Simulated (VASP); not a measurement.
# Te (Fm-3m) in VASP: notebook

Runs on Te. Level: RPBE. Tasks: single point.

Everything below comes from runs of VASP 6.6.1. Logs are shortened: lines on timing, memory, paths and dates and some standing lists are left out, and cuts for length are marked.

### Step 1. The cell of the first run

It takes space group Fm-3m (No. 225, cubic). The conventional cell has a = 4.945 Å, b = 4.945 Å, c = 4.945 Å, α = 90.00°, β = 90.00°, γ = 90.00°. Within 4.6 Å of Te (site symmetry m-3m) lie 12 Te at 3.50 Å.

### Step 2. Single point, RPBE (volume scaled by 1.04)

INCAR

```
  PREC = Accurate
  ENCUT = 520
  EDIFF = 1E-6
  ISMEAR = -1
  SIGMA = 0.1
  LREAL = F
  LASPH = T
  NELM = 100
  ALGO = Normal
  ISIF = 2
  LWAVE = F
  LCHARG = F
  GGA = RP
  NBANDS = 9
```

KPOINTS

```
regular mesh
0
Gamma
  13 13 13
```

POSCAR

```
Te
1.0
    0.0000000000      2.4724134209      2.4724134209
    2.4724134209      0.0000000000      2.4724134209
    2.4724134209      2.4724134209      0.0000000000
Te
1
Direct
    0.0000000000      0.0000000000      0.0000000000
```

Potentials or basis: VASP PAW PBE potentials, release 64 (Te).

Launch:

```bash
> cat potpaw_PBE.64/Te/POTCAR > POTCAR
> mpirun -np 1 vasp_std > vasp.out
```

OUTCAR:

```text
PREC = Accurate
   ENCUT = 520
   EDIFF = 1E-6
   ISMEAR = -1
   LREAL = F
   LASPH = T
   NELM = 100
   ISIF = 2
   GGA = RP

 ion  position               nearest neighbor table
   1  0.000  0.000  0.000-

  LATTYP: Found a face centered cubic cell.
 ALAT       =     4.9448268418

  Lattice vectors:

 A1 = (   0.0000000000,   2.4724134209,   2.4724134209)
 A2 = (   2.4724134209,   0.0000000000,   2.4724134209)
 A3 = (   2.4724134209,   2.4724134209,   0.0000000000)

Analysis of symmetry for initial positions (statically):
=====================================================================
 Subroutine PRICEL returns:
 Original cell was already a primitive cell.

 Routine SETGRP: Setting up the symmetry group for a
 face centered cubic supercell.

 Subroutine GETGRP returns: Found 48 space group operations
 (whereof 48 operations were pure point group operations)
 out of a pool of 48 trial point group operations.

The static configuration has the point symmetry O_h .

Analysis of symmetry for dynamics (positions and initial velocities):
=====================================================================
 Subroutine PRICEL returns:
 Original cell was already a primitive cell.

 Routine SETGRP: Setting up the symmetry group for a
 face centered cubic supercell.

 Subroutine GETGRP returns: Found 48 space group operations
 (whereof 48 operations were pure point group operations)
 out of a pool of 48 trial point group operations.

The dynamic configuration has the point symmetry O_h .

 Subroutine INISYM returns: Found 48 space group operations
 (whereof 48 operations are pure point group operations),
 and found     1 'primitive' translations

----------------------------------------------------------------------------------------

                                     Primitive cell

  volume of cell :      30.2269

  direct lattice vectors                    reciprocal lattice vectors
     0.000000000  2.472413421  2.472413421    -0.202231551  0.202231551  0.202231551
     2.472413421  0.000000000  2.472413421     0.202231551 -0.202231551  0.202231551
     2.472413421  2.472413421  0.000000000     0.202231551  0.202231551 -0.202231551

  length of vectors
     3.496520592  3.496520592  3.496520592     0.350275321  0.350275321  0.350275321

  position of ions in fractional coordinates (direct lattice)
     0.000000000  0.000000000  0.000000000

  ion indices of the primitive-cell ions
   primitive index   ion index
                 1           1

----------------------------------------------------------------------------------------

 KPOINTS: regular mesh

Automatic generation of k-mesh.
 Grid dimensions read from file:
 generate k-points for:   13   13   13

 Generating k-lattice:

  Cartesian coordinates                     Fractional coordinates (reciprocal lattice)
    -0.015556273  0.015556273  0.015556273     0.076923077  0.000000000  0.000000000
     0.015556273 -0.015556273  0.015556273     0.000000000  0.076923077  0.000000000
     0.015556273  0.015556273 -0.015556273     0.000000000  0.000000000  0.076923077

  Length of vectors
     0.026944255  0.026944255  0.026944255

  Shift w.r.t. Gamma in fractional coordinates (k-lattice)
     0.000000000  0.000000000  0.000000000

 Subroutine IBZKPT returns following result:
 ===========================================

 Found     84 irreducible k-points:

 Following reciprocal coordinates:
            Coordinates               Weight
  0.000000  0.000000  0.000000      1.000000
  0.076923  0.000000  0.000000      8.000000
  0.153846  0.000000  0.000000      8.000000
  0.230769  0.000000  0.000000      8.000000
  0.307692  0.000000  0.000000      8.000000
  0.384615  0.000000  0.000000      8.000000
[... 16 lines left out ...]
  0.384615  0.153846  0.000000     24.000000
  0.461538  0.153846  0.000000     24.000000
 [... further k-points ...]
   k-points           NKPTS =     84   k-points in BZ     NKDIM =     84   number of bands    NBANDS=      9
   number of dos      NEDOS =    301   number of ions     NIONS =      1
   total plane-waves  NPLWV =  21952
   dimension x,y,z NGX =    28 NGY =   28 NGZ =   28
   dimension x,y,z NGXF=    56 NGYF=   56 NGZF=   56
   ions per type =               1
   NGX,Y,Z   is equivalent  to a cutoff of  13.31, 13.31, 13.31 a.u.
   NGXF,Y,Z  is equivalent  to a cutoff of  26.63, 26.63, 26.63 a.u.
 SYSTEM =  unknown system
   PREC   = accura    normal or accurate (medium, high low for compatibility)
   ISTART =      0    job   : 0-new  1-cont  2-samecut
   ICHARG =      2    charge: 1-file 2-atom 10-const
   ISPIN  =      1    spin polarized calculation?
   LNONCOLLINEAR =      F non collinear calculations
   LSORBIT =      F    spin-orbit coupling
   LASPH  =      T    aspherical Exc in radial PAW
   ENCUT  =  520.0 eV  38.22 Ry    6.18 a.u.   6.50  6.50  6.50*2*pi/ulx,y,z
   NELM   =    100;   NELMIN=  2; NELMDL= -5     # of ELM steps
   EDIFF  = 0.1E-05   stopping-criterion for ELM
   LREAL  =      F    real-space projection
   EDIFFG = 0.1E-04   stopping-criterion for IOM
   NSW    =      0    number of steps for IOM
   IBRION =     -1    ionic relax: 0-MD 1-quasi-New 2-CG
   NFREE  =      0    steps in history (QN), initial steepest desc. (CG)
   ISIF   =      2    stress and relaxation
   ISYM   =      2    0-nonsym 1-usesym 2-fastsym
   POTIM  = 0.5000    time-step for ionic-motion
   TEBEG  =    0.0;   TEEND  =   0.0 temperature during run
   PSTRESS=    0.0 pullay stress
   NELECT =       6.0000    total number of electrons
   NUPDOWN=      -1.0000    fix difference up-down
   EMIN   =  10.00;   EMAX   =-10.00  energy-range for DOS
   EFERMI =   0.00;   METHOD = LEGACY
   ISMEAR =    -1;   SIGMA  =   0.10  broadening in eV -4-tet -1-fermi 0-gaus
   EFERMI_NEDOS =   21; number of points for ismear=-14 and -15
   IALGO  =     38    algorithm
   IMIX   =      4    mixing-type and parameters
     AMIX     =   0.40;   BMIX     =  1.00
     AMIX_MAG =   1.60;   BMIX_MAG =  1.00
  volume/ion in A,a.u.               =      30.23       203.98
  Fermi-wavevector in a.u.,A,eV,Ry     =   0.954980  1.804650 12.408327  0.911986
  Thomas-Fermi vector in A             =   2.083776
   LORBIT       =      0    0 simple, 1 ext, 2 COOP (PROOUT), +10 PAW based schemes
   GGA     = RP    functional components
   LHFCALC =     F    Hartree Fock is set to
   AEXX    =    0.0000 exact exchange contribution
   IVDW    =     0    specifies the selected vdW correction
   LEPSILON=     F    determine dielectric tensor
   LRPA    =     F    only Hartree local field effects (RPA)
 non-spin polarized calculation
  energy-cutoff  :      520.00
  volume of cell :       30.23
 maximum number of plane-waves:       869
 NGX is ok and might be reduce to    28
   NGX = 13   NGY = 13   NGZ = 13

 number of electron       6.0000000 magnetization

 Free energy of the ion-electron system (eV)
  ---------------------------------------------------
  ext. energy  EPLUGINS =         0.00000000
  ---------------------------------------------------
  free energy    TOTEN  =        -2.33164952 eV

  energy without entropy =       -2.29754575  energy(sigma->0) =       -2.31459763

 E-fermi :   7.0552     XC(G=0):  -9.7652

 val. band max:        7.0409129155   @ k =   0.2308   0.1538   0.0769
 cond. band min:       7.0598920186   @ k =   0.4615   0.1538   0.0000
 fundamental gap:      0.0189791031
 Fermi energy:         7.0551668450

 k-point     1 :       0.0000    0.0000    0.0000
  band No.  band energies     occupation
      1      -6.2795      2.00000
      2       9.7880      0.00000
      3       9.7880      0.00000
      4       9.7880      0.00000
      5      16.1792      0.00000
      6      16.4614      0.00000
      7      16.4614      0.00000
      8      16.4614      0.00000
      9      17.6933      0.00000

 k-point     2 :       0.0769    0.0000    0.0000
  band No.  band energies     occupation
      1      -6.1855      2.00000
      2       9.0373      0.00000
      3       9.6986      0.00000
      4       9.6986      0.00000
      5      15.7610      0.00000
      6      16.6391      0.00000
      7      16.6391      0.00000
      8      16.7878      0.00000
      9      18.8147      0.00000

 k-point     3 :       0.1538    0.0000    0.0000
  band No.  band energies     occupation
      1      -5.9074      2.00000
      2       7.4098      0.05606
      3       9.4714      0.00000
      4       9.4714      0.00000
      5      15.0135      0.00000
      6      16.9898      0.00000
      7      16.9898      0.00000
      8      18.0224      0.00000
      9      19.1998      0.00000

 k-point     4 :       0.2308    0.0000    0.0000
  band No.  band energies     occupation
      1      -5.4607      2.00000
      2       5.5959      2.00000
      3       9.1907      0.00000
      4       9.1907      0.00000
      5      14.4753      0.00000
      6      16.9089      0.00000
      7      16.9089      0.00000
      8      18.7979      0.00000
      9      19.3633      0.00000
[... 205 lines left out ...]
 k-point    22 :       0.3077    0.1538    0.0000
  band No.  band energies     occupation
      1      -4.9651      2.00000
      2       5.0794      2.00000
      3       8.0186      0.00013
      4       8.0240      0.00012
      5      13.8770      0.00000
      6      15.2772      0.00000
      7      17.8667      0.00000
      8      18.4877      0.00000
      9      21.1943      0.00000

 k-point    23 :       0.3846    0.1538    0.0000
  band No.  band energies     occupation
      1      -4.3765      2.00000
      2       3.5962      2.00000
      3       7.5198      0.01900
      4       7.8801      0.00052
      5      13.6173      0.00000
      6      15.8628      0.00000
      7      17.9048      0.00000
      8      18.0203      0.00000
      9      20.6332      0.00000

 k-point    24 :       0.4615    0.1538    0.0000
  band No.  band energies     occupation
      1      -3.8061      2.00000
      2       2.4358      2.00000
      3       7.0599      0.97638
      4       7.8899      0.00047
      5      13.5058      0.00000
      6      16.0925      0.00000
      7      17.3601      0.00000
      8      19.0249      0.00000
      9      20.3258      0.00000

 [... further k-points ...]
[... 5 lines left out ...]
  --------------------------------------------------------------------------------------
  -------------------------------------------------------------------------------------
  Total       -0.3427153     -0.3427153     -0.3427153     -0.0000000      0.0000000     -0.0000000
  in kB      -18.1656440    -18.1656440    -18.1656440     -0.0000000      0.0000000     -0.0000000
  external PRESSURE =     -18.1656440 kB  Pullay stress =       0.0000000 kB

 VOLUME and BASIS-vectors are now :
 -----------------------------------------------------------------------------
  energy-cutoff  :      520.00
  volume of cell :       30.23
      direct lattice vectors                 reciprocal lattice vectors
     0.000000000  2.472413421  2.472413421    -0.202231551  0.202231551  0.202231551
     2.472413421  0.000000000  2.472413421     0.202231551 -0.202231551  0.202231551
     2.472413421  2.472413421  0.000000000     0.202231551  0.202231551 -0.202231551

 POSITION                                       TOTAL-FORCE (eV/Angst)
 -----------------------------------------------------------------------------------
      0.00000      0.00000      0.00000         0.000000     -0.000000     -0.000000
 -----------------------------------------------------------------------------------
    total drift:                                0.000000      0.000000      0.000000

  FREE ENERGIE OF THE ION-ELECTRON SYSTEM (eV)
  ---------------------------------------------------
  free  energy   TOTEN  =        -2.3316495202 eV

  energy  without entropy=       -2.2975457475  energy(sigma->0) =       -2.31459763
```

It took 9.8 s on 1 thread of Intel Xeon Platinum 8488C (Sapphire Rapids), shared host; peak memory 0.17 GiB.

What came out:

```
Free energy            : -2.3316 eV
Pressure               : -1.8 GPa
Band gap on the k mesh : zero (band 3 reaches 9.79 eV, above the bottom of band 4 at 5.40 eV)
```

Caveat: the PAW data sets were made with another functional, which shifts forces and pressure a little; spin-orbit coupling is left out, which moves the levels of the heavy elements.

### Step 3. Single point, RPBE (volume scaled by 1.08)

INCAR

```
ALGO = Normal
EDIFF = 1E-6
ENCUT = 520
GGA = RP
ISIF = 2
ISMEAR = -1
LASPH = True
LCHARG = False
LREAL = False
LWAVE = False
NBANDS = 9
NELM = 80
PREC = Accurate
SIGMA = 0.1
```

KPOINTS

```
k-points
0
Gamma
  13 13 13
```

POSCAR

```
Te
1.0
    0.0000000000      2.5037131161      2.5037131161
    2.5037131161      0.0000000000      2.5037131161
    2.5037131161      2.5037131161      0.0000000000
Te
1
Direct
    0.0000000000      0.0000000000      0.0000000000
```

Potentials or basis: VASP PAW PBE potentials, release 64 (Te).

Launch:

```bash
> cat potpaw_PBE.64/Te/POTCAR > POTCAR
> mpirun -np 1 vasp_std > vasp.out
```

Wall time 10 s (1 thread of Intel Xeon Platinum 8488C (Sapphire Rapids), shared host); peak memory 0.17 GiB.

The run converged. Its results:

| Item | Value |
| --- | --- |
| Free energy | -2.3137 eV |
| Pressure | -3.1 GPa |
| Band gap on the k mesh | zero (band 3 reaches 9.12 eV, above the bottom of band 4 at 5.03 eV) |

Levels at points of the mesh, in eV from the Fermi level:
```tsv
k point	band 1	band 2	band 3	band 4	band 5	band 6
(0.00, 0.00, 0.00)	-13.06	2.56	2.56	2.56	8.75	9.35
```

Caveat: the PAW data sets were made with another functional, which shifts forces and pressure a little; spin-orbit coupling is left out, which moves the levels of the heavy elements.

### Step 4. Single point, RPBE (volume scaled by 1.12)

INCAR

```
PREC = Accurate ; ENCUT = 520
EDIFF = 1E-7 ; ISMEAR = -1
SIGMA = 0.1 ; LREAL = F
LASPH = T ; NELM = 100
ALGO = Normal ; ISIF = 2
LWAVE = F ; LCHARG = T
GGA = RP ; LELF = T
LVHAR = T ; NBANDS = 9
```

KPOINTS

```
Automatic mesh
0
Gamma
  13 13 13
```

POSCAR

```
Te
1.0
    0.0000000000      2.5342492123      2.5342492123
    2.5342492123      0.0000000000      2.5342492123
    2.5342492123      2.5342492123      0.0000000000
Te
1
Direct
    0.0000000000      0.0000000000      0.0000000000
```

Launch:

```bash
> cat potpaw_PBE.64/Te/POTCAR > POTCAR
> mpirun -np 1 vasp_std > vasp.out
```

Run time: 13 s. Hardware: 1 thread of Intel Xeon Platinum 8488C (Sapphire Rapids), shared host; peak memory 0.17 GiB.

The run converged. Its results:

* Free energy: -2.2873 eV
* Pressure: -4.1 GPa
* Band gap on the k mesh: zero (band 3 reaches 8.51 eV, above the bottom of band 4 at 4.68 eV)

Levels at points of the mesh, in eV from the Fermi level:
| k point | band 1 | band 2 | band 3 | band 4 | band 5 | band 6 | band 7 | band 8 |
| --- | --- | --- | --- | --- | --- | --- | --- | --- |
| (0.00, 0.00, 0.00) | -12.82 | 2.39 | 2.39 | 2.39 | 8.41 | 9.31 | 9.31 | 9.31 |

Caveat: the PAW data sets were made with another functional, which shifts forces and pressure a little; spin-orbit coupling is left out, which moves the levels of the heavy elements.

### Step 5. Summary

```tsv
cell	gap on the mesh (eV)	pressure (GPa)
a = 3.497 Å, angles 60.0°, 1 atom	none	-1.8
a = 3.541 Å, angles 60.0°, 1 atom	none	-3.1
a = 3.584 Å, angles 60.0°, 1 atom	none	-4.1
```

Alike in all rows: task single point; level RPBE; potentials or basis VASP PAW PBE potentials, release 64 (Te); no spin polarisation; k mesh 13 × 13 × 13; cutoff (eV) 520; smearing fermi-dirac 0.1 eV.

Caveats: the PAW data sets were made with another functional, which shifts forces and pressure a little; spin-orbit coupling is left out, which moves the levels of the heavy elements.

Absolute energies hang on the potentials; compare differences alone.
